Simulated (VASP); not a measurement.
# TaSi2 (Fd-3m) in VASP: further runs

The runs below take TaSi2 through relaxation of cell and atoms, single point, with r2SCAN.

Everything below comes from runs of VASP 6.6.1. Logs are shortened: lines on timing, memory, paths and dates and some standing lists are left out, and cuts for length are marked.

### 1 The cell of the first run

Symmetry: Fd-3m, No. 227, cubic system. The conventional cell has a = 7.038 Å, b = 7.038 Å, c = 7.038 Å, α = 90.00°, β = 90.00°, γ = 90.00°. Ta (site symmetry -43m) has 12 Si at 2.92 Å and 4 Ta at 3.05 Å within 3.8 Å. Si (site symmetry -3m) has 6 Si at 2.49 Å and 6 Ta at 2.92 Å within 3.3 Å.

### 2 Relaxation of cell and atoms, r2SCAN

Contents of POSCAR:

```
TaSi2
1.0
    0.0000000000      3.5191448776      3.5191448776
    3.5191448776      0.0000000000      3.5191448776
    3.5191448776      3.5191448776      0.0000000000
Ta Si
2 4
Direct
    0.0000000000      0.0000000000      0.0000000000
    0.2500000000      0.2500000000      0.2500000000
    0.6250000000      0.6250000000      0.6250000000
    0.1250000000      0.6250000000      0.6250000000
    0.6250000000      0.6250000000      0.1250000000
    0.6250000000      0.1250000000      0.6250000000
```

Contents of INCAR.step1:

```
SYSTEM = TaSi2
PREC = Accurate
ENCUT = 600
ISMEAR = 0
SIGMA = 0.1
LREAL = .False.
LASPH = .True.
NELM = 80
GGA = PE
ALGO = Normal
EDIFF = 1E-4
LWAVE = .True.
LCHARG = .False.
```

Contents of INCAR.step2:

```
SYSTEM = TaSi2
PREC = Accurate
ENCUT = 600
EDIFF = 1E-7
ISMEAR = 0
SIGMA = 0.1
LREAL = .False.
LASPH = .True.
NELM = 80
ALGO = Normal
ISIF = 3
LWAVE = .False.
LCHARG = .False.
METAGGA = R2SCAN
LMIXTAU = .True.
IBRION = 2
NSW = 90
EDIFFG = -0.04
ISTART = 1
```

Contents of KPOINTS:

```
Automatic mesh
0
Gamma
  4 4 4
  0 0 0
```

Potentials or basis: VASP PAW PBE potentials, release 64 (Ta_pv, Si).

Launch:

```bash
> cat potpaw_PBE.64/Ta_pv/POTCAR potpaw_PBE.64/Si/POTCAR > POTCAR
> cp INCAR.step1 INCAR
> mpirun -np 1 vasp_std > vasp.out
> cp INCAR.step2 INCAR
> mpirun -np 1 vasp_std > vasp.out
```

OUTCAR:

```text
SYSTEM = TaSi2
   PREC = Accurate
   ENCUT = 600
   EDIFF = 1E-7
   ISMEAR = 0
   LREAL = .False.
   LASPH = .True.
   NELM = 80
   ISIF = 3
   METAGGA = R2SCAN
   IBRION = 2
   NSW = 90
   EDIFFG = -0.04
   ISTART = 1

 ion  position               nearest neighbor table
   1  0.000  0.000  0.000-   3 2.92   5 2.92   6 2.92   3 2.92   4 2.92   5 2.92   3 2.92   4 2.92
                             6 2.92   4 2.92   5 2.92   6 2.92   2 3.05   2 3.05   2 3.05   2 3.05
   2  0.250  0.250  0.250-   4 2.92   5 2.92   6 2.92   3 2.92   4 2.92   6 2.92   3 2.92   4 2.92
                             5 2.92   3 2.92   5 2.92   6 2.92   1 3.05   1 3.05   1 3.05   1 3.05
   3  0.625  0.625  0.625-   4 2.49   5 2.49   6 2.49   5 2.49   6 2.49   4 2.49   1 2.92   2 2.92
                             1 2.92   2 2.92   1 2.92   2 2.92
   4  0.125  0.625  0.625-   3 2.49   5 2.49   6 2.49   3 2.49   5 2.49   6 2.49   2 2.92   1 2.92
                             1 2.92   2 2.92   2 2.92   1 2.92
   5  0.625  0.625  0.125-   3 2.49   3 2.49   4 2.49   6 2.49   6 2.49   4 2.49   1 2.92   2 2.92
                             1 2.92   2 2.92   1 2.92   2 2.92
   6  0.625  0.125  0.625-   3 2.49   5 2.49   3 2.49   4 2.49   5 2.49   4 2.49   2 2.92   1 2.92
                             2 2.92   2 2.92   1 2.92   1 2.92

  LATTYP: Found a face centered cubic cell.
 ALAT       =     7.0382897552

  Lattice vectors:

 A1 = (   0.0000000000,   3.5191448776,   3.5191448776)
 A2 = (   3.5191448776,   0.0000000000,   3.5191448776)
 A3 = (   3.5191448776,   3.5191448776,   0.0000000000)

Analysis of symmetry for initial positions (statically):
=====================================================================
 Subroutine PRICEL returns:
 Original cell was already a primitive cell.

 Routine SETGRP: Setting up the symmetry group for a
 face centered cubic supercell.

 Subroutine GETGRP returns: Found 48 space group operations
 (whereof 24 operations were pure point group operations)
 out of a pool of 48 trial point group operations.

The static configuration has the point symmetry T_d .
 The point group associated with its full space group is O_h .

Analysis of symmetry for dynamics (positions and initial velocities):
=====================================================================
 Subroutine PRICEL returns:
 Original cell was already a primitive cell.

 Routine SETGRP: Setting up the symmetry group for a
 face centered cubic supercell.

 Subroutine GETGRP returns: Found 48 space group operations
 (whereof 24 operations were pure point group operations)
 out of a pool of 48 trial point group operations.

The dynamic configuration has the point symmetry T_d .
 The point group associated with its full space group is O_h .

 Subroutine INISYM returns: Found 48 space group operations
 (whereof 24 operations are pure point group operations),
 and found     1 'primitive' translations

[... 77 lines left out ...]
   ISTART =      1    job   : 0-new  1-cont  2-samecut
   ICHARG =      0    charge: 1-file 2-atom 10-const
   ISPIN  =      1    spin polarized calculation?
   LNONCOLLINEAR =      F non collinear calculations
   LSORBIT =      F    spin-orbit coupling
   LASPH  =      T    aspherical Exc in radial PAW
   ENCUT  =  600.0 eV  44.10 Ry    6.64 a.u.   9.94  9.94  9.94*2*pi/ulx,y,z
   NELM   =     80;   NELMIN=  2; NELMDL=  0     # of ELM steps
   EDIFF  = 0.1E-06   stopping-criterion for ELM
   LREAL  =      F    real-space projection
   EDIFFG = -.4E-01   stopping-criterion for IOM
   NSW    =     90    number of steps for IOM
   IBRION =      2    ionic relax: 0-MD 1-quasi-New 2-CG
   NFREE  =      1    steps in history (QN), initial steepest desc. (CG)
   ISIF   =      3    stress and relaxation
   ISYM   =      2    0-nonsym 1-usesym 2-fastsym
   POTIM  = 0.5000    time-step for ionic-motion
   TEBEG  =    0.0;   TEEND  =   0.0 temperature during run
   PSTRESS=    0.0 pullay stress
   NELECT =      38.0000    total number of electrons
   NUPDOWN=      -1.0000    fix difference up-down
   EMIN   =  10.00;   EMAX   =-10.00  energy-range for DOS
   EFERMI =   0.00;   METHOD = LEGACY
   ISMEAR =     0;   SIGMA  =   0.10  broadening in eV -4-tet -1-fermi 0-gaus
   EFERMI_NEDOS =   21; number of points for ismear=-14 and -15
   IALGO  =     38    algorithm
   IMIX   =      4    mixing-type and parameters
     AMIX     =   0.40;   BMIX     =  1.00
     AMIX_MAG =   1.60;   BMIX_MAG =  1.00
  volume/ion in A,a.u.               =      14.53        98.04
  Fermi-wavevector in a.u.,A,eV,Ry     =   1.241335  2.345782 20.965377  1.540912
  Thomas-Fermi vector in A             =   2.375737
   LORBIT       =      0    0 simple, 1 ext, 2 COOP (PROOUT), +10 PAW based schemes
   METAGGA = R2SCAN    functional components
   LHFCALC =     F    Hartree Fock is set to
   AEXX    =    0.0000 exact exchange contribution
   IVDW    =     0    specifies the selected vdW correction
   LEPSILON=     F    determine dielectric tensor
   LRPA    =     F    only Hartree local field effects (RPA)
 conjugate gradient relaxation of ions
 non-spin polarized calculation
 Gauss-broadening in eV      SIGMA  =   0.10
  energy-cutoff  :      600.00
  volume of cell :       87.16
 maximum number of plane-waves:      2936
   NGX = 19   NGY = 19   NGZ = 19

--------------------------------------- Ionic step        1  -------------------------------------------

 number of electron      38.0000002 magnetization

 Free energy of the ion-electron system (eV)
  ---------------------------------------------------
  ext. energy  EPLUGINS =         0.00000000
  ---------------------------------------------------
  free energy    TOTEN  =      -130.97552137 eV

  energy without entropy =     -130.93042965  energy(sigma->0) =     -130.95297551

 E-fermi :   9.9552     XC(G=0): -13.0173

 val. band max:        9.9338342884   @ k =  -0.2500   0.2500   0.0000
 cond. band min:       9.9779505027   @ k =   0.5000   0.2500   0.0000
 fundamental gap:      0.0441162143
 Fermi energy:         9.9552454720

 k-point     1 :       0.0000    0.0000    0.0000
  band No.  band energies     occupation
      1     -26.3902      2.00000
      2     -26.3902      2.00000
      3     -26.3902      2.00000
      4     -26.1484      2.00000
      5     -26.1484      2.00000
      6     -26.1484      2.00000
[... 276 lines left out ...]
--------------------------------------- Ionic step        3  -------------------------------------------

 number of electron      38.0000000 magnetization

 Free energy of the ion-electron system (eV)
  ---------------------------------------------------
  ext. energy  EPLUGINS =         0.00000000
  ---------------------------------------------------
  free energy    TOTEN  =      -131.15836762 eV

  energy without entropy =     -131.11435809  energy(sigma->0) =     -131.13636286

 E-fermi :  10.6692     XC(G=0): -13.3190

 val. band max:       10.6572633012   @ k =  -0.2500   0.2500   0.0000
 cond. band min:      10.7016591228   @ k =   0.5000   0.2500   0.0000
 fundamental gap:      0.0443958216
 Fermi energy:        10.6692454349

 k-point     1 :       0.0000    0.0000    0.0000
  band No.  band energies     occupation
      1     -25.5263      2.00000
      2     -25.5263      2.00000
      3     -25.5263      2.00000
      4     -25.2316      2.00000
      5     -25.2316      2.00000
      6     -25.2316      2.00000
[... 230 lines left out ...]
  FREE ENERGIE OF THE ION-ELECTRON SYSTEM (eV)
  ---------------------------------------------------
  free  energy   TOTEN  =      -131.1583676174 eV

  energy  without entropy=     -131.1143580949  energy(sigma->0) =     -131.13636286

 reached required accuracy - stopping structural energy minimisation
```

OUTCAR.step1:

```text
SYSTEM = TaSi2
   PREC = Accurate
   ENCUT = 600
   ISMEAR = 0
   LREAL = .False.
   LASPH = .True.
[... 433 lines left out ...]
      4.39893      2.63936      2.63936        -0.000000      0.000000     -0.000000
      2.63936      2.63936      4.39893        -0.000000      0.000000     -0.000000
      2.63936      4.39893      2.63936        -0.000000      0.000000     -0.000000
 -----------------------------------------------------------------------------------
    total drift:                               -0.000000     -0.000000      0.000000

  FREE ENERGIE OF THE ION-ELECTRON SYSTEM (eV)
  ---------------------------------------------------
  free  energy   TOTEN  =       -44.2733662990 eV

  energy  without entropy=      -44.2256351934  energy(sigma->0) =      -44.24950075
```

It took 4.1 min on 1 thread of Intel Xeon Platinum 8488C (Sapphire Rapids), shared host; peak memory 0.27 GiB.

Results:

```
Free energy                           : -131.1584 eV
Relaxed volume                        : 13.67 Å³/atom
Relaxed cell                          : a = 4.877 Å, b = 4.877 Å, c = 4.877 Å, α = 60.00°, β = 60.00°, γ = 60.00°
Space group after relaxing (to 0.1 Å) : Fd-3m (No. 227)
Energy gained by relaxing             : 30.5 meV/atom
Ionic steps                           : 3
Pressure after relaxing               : -0.2 GPa
Band gap on the k mesh                : zero (bands 19 and 20 overlap by 2.45 eV)
```

Step by step:
```
step  energy change (eV)  largest force (eV/Å)  pressure (GPa)  volume (Å³)
   1              0.0000                0.0000          -10.53        87.16
   2              0.1623                0.0000           19.01        75.66
   3             -0.1828                0.0000           -0.23        82.03
```

Final structure:
```
CELL_PARAMETERS angstrom
0.00000 3.44865 3.44865
3.44865 0.00000 3.44865
3.44865 3.44865 0.00000
ATOMIC_POSITIONS crystal
Ta 0.00000 0.00000 0.00000
Ta 0.25000 0.25000 0.25000
Si 0.62500 0.62500 0.62500
Si 0.12500 0.62500 0.62500
Si 0.62500 0.62500 0.12500
Si 0.62500 0.12500 0.62500
```

Levels at points of the mesh, in eV from the Fermi level:
```csv
k point,band 17,band 18,band 19,band 20,band 21,band 22
"(0.00, 0.00, 0.00)",-2.62,0.43,0.43,0.43,2.19,2.19
"(0.50, 0.00, 0.00)",-0.81,-0.60,-0.60,1.09,1.09,1.20
"(0.50, 0.50, 0.00)",-2.06,-2.06,-2.02,-2.02,2.31,2.31
```

Caveat: the k points lie up to 0.39 Å⁻¹ apart in the final cell, too coarse for converged energies and pressures of a metal; the PAW data sets were made with another functional, which shifts forces and pressure a little; spin-orbit coupling is left out, which moves the levels of the heavy elements.

### 3 Single point, r2SCAN

This run uses another cell than the first one, of 13.59 Å³/atom.

Contents of POSCAR:

```
TaSi2
1.0
    0.0000000000      3.4414797626      3.4414797626
    3.4414797626      0.0000000000      3.4414797626
    3.4414797626      3.4414797626      0.0000000000
Ta Si
2 4
Direct
    0.5000000000      0.5000000000      0.5000000000
    0.7500000000      0.7500000000      0.7500000000
    0.1250000000      0.1250000000      0.1250000000
    0.6250000000      0.1250000000      0.1250000000
    0.1250000000      0.1250000000      0.6250000000
    0.1250000000      0.6250000000      0.1250000000
```

Contents of INCAR.step1:

```
SYSTEM = TaSi2
PREC     = Accurate       ! precision mode
ENCUT    = 520            ! plane-wave cutoff, eV
ISMEAR   = 0              ! smearing method
SIGMA    = 0.1            ! smearing width, eV
LREAL    = .False.        ! projectors in reciprocal space
LASPH    = .True.         ! aspherical terms in the spheres
NELM     = 100            ! most SCF steps
NBANDS   = 28             ! bands
GGA      = PE             ! functional
ALGO     = Normal         ! electronic algorithm
EDIFF    = 1E-4           ! SCF threshold, eV
LWAVE    = .True.         ! write WAVECAR
LCHARG   = .False.        ! write CHGCAR
```

Contents of INCAR.step2:

```
SYSTEM = TaSi2
PREC     = Accurate       ! precision mode
ENCUT    = 520            ! plane-wave cutoff, eV
EDIFF    = 1E-6           ! SCF threshold, eV
ISMEAR   = 0              ! smearing method
SIGMA    = 0.1            ! smearing width, eV
LREAL    = .False.        ! projectors in reciprocal space
LASPH    = .True.         ! aspherical terms in the spheres
NELM     = 100            ! most SCF steps
ALGO     = Normal         ! electronic algorithm
ISIF     = 2              ! what is computed and relaxed
LWAVE    = .False.        ! write WAVECAR
LCHARG   = .True.         ! write CHGCAR
METAGGA  = R2SCAN         ! meta-GGA
LMIXTAU  = .True.       
LELF     = .True.         ! ELF
LVHAR    = .True.       
NBANDS   = 28             ! bands
ISTART   = 1
```

Contents of KPOINTS:

```
regular mesh
0
Gamma
  10 10 10
  0 0 0
```

Potentials or basis: VASP PAW PBE potentials, release 64 (Ta_pv, Si).

Launch:

```bash
> cat potpaw_PBE.64/Ta_pv/POTCAR potpaw_PBE.64/Si/POTCAR > POTCAR
> cp INCAR.step1 INCAR
> mpirun -np 1 vasp_std > vasp.out
> cp INCAR.step2 INCAR
> mpirun -np 1 vasp_std > vasp.out
```

It took 4.4 min on 1 thread of Intel Xeon Platinum 8488C (Sapphire Rapids), shared host; peak memory 0.27 GiB.

Results (log left out):

```
Free energy            : -131.4237 eV
Pressure               : 0.4 GPa
Band gap on the k mesh : zero (bands 19 and 20 overlap by 2.46 eV)
```

Levels at points of the mesh, in eV from the Fermi level:
```csv
k point,band 17,band 18,band 19,band 20,band 21,band 22
"(0.00, 0.00, 0.00)",-2.56,0.51,0.51,0.51,2.24,2.24
"(0.50, 0.00, 0.00)",-0.73,-0.53,-0.53,1.18,1.18,1.27
"(0.50, 0.50, 0.00)",-2.02,-2.02,-1.95,-1.95,2.38,2.38
```

Caveat: the PAW data sets were made with another functional, which shifts forces and pressure a little; spin-orbit coupling is left out, which moves the levels of the heavy elements.
